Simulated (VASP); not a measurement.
Wanted: the native input for a VASP 6.6.1 run.

| Property | Result |
| --- | --- |
| Task | relaxation of cell and atoms |
| Functional | PBE |
| Potentials or basis | VASP PAW PBE potentials, release 64 (B, P) |
| Cutoff | 600 eV |
| k mesh | 4 × 4 × 4 |
| Occupations | gaussian, width 0.1 eV |
| Spin | no spin polarisation |
| Dipole correction | no |
| Further INCAR settings | ALGO = Normal; EDIFF = 1e-07; IBRION = 2; EDIFFG = -0.04; NSW = 90; ISIF = 3 |

The structure of B3P2 lies in POSCAR:

```
B3P2
1.0
    0.0000000000      3.5848574766      5.4395685121
    3.3502298376      0.0000000000      5.4395685121
    3.3502298376      3.5848574766      0.0000000000
B P
6 4
Direct
    0.7197000000      0.1333000000      0.2803000000
    0.8667000000      0.2803000000      0.1333000000
    0.2803000000      0.8667000000      0.7197000000
    0.1333000000      0.7197000000      0.8667000000
    0.8519000000      0.8519000000      0.1481000000
    0.1481000000      0.1481000000      0.8519000000
    0.7180000000      0.2820000000      0.7180000000
    0.2820000000      0.7180000000      0.2820000000
    0.2500000000      0.2500000000      0.2500000000
    0.7500000000      0.7500000000      0.7500000000
```

One way to write it, as run:

INCAR

```
SYSTEM = B3P2
ALGO = Normal
EDIFF = 1E-7
EDIFFG = -0.04
ENCUT = 600
GGA = PE
IBRION = 2
ISIF = 3
ISMEAR = 0
LASPH = .True.
LCHARG = .False.
LREAL = .False.
LWAVE = .False.
NELM = 60
NSW = 90
PREC = Accurate
SIGMA = 0.1
```

KPOINTS

```
k-points
0
Gamma
  4 4 4
  0 0 0
```

Potentials or basis: VASP PAW PBE potentials, release 64 (B, P).

Run with:

```console
$ cat potpaw_PBE.64/B/POTCAR potpaw_PBE.64/P/POTCAR > POTCAR
$ mpirun -np 1 vasp_std > vasp.out
```

Results of the run:

| Item | Value |
| --- | --- |
| Relaxed volume | 9.87 Å³/atom |
| Relaxed cell | a = 6.170 Å, b = 5.970 Å, c = 4.362 Å, α = 71.41°, β = 66.51°, γ = 42.08° |
| Space group after relaxing (to 0.1 Å) | Fmmm (No. 69) |
| Energy gained by relaxing | 359.5 meV/atom |
| Ionic steps | 24 |
| Pressure after relaxing | -0.4 GPa |
| Largest force after relaxing | 0.031 eV/Å |
| Band gap on the k mesh | zero (bands 19 and 20 overlap by 2.56 eV) |

Caveat: the volume moved by over 15 % at a fixed basis, so the end points are rough.

It took 33 min on 1 thread of Intel Xeon 8259CL, on a shared host, peak memory 0.37 GiB.
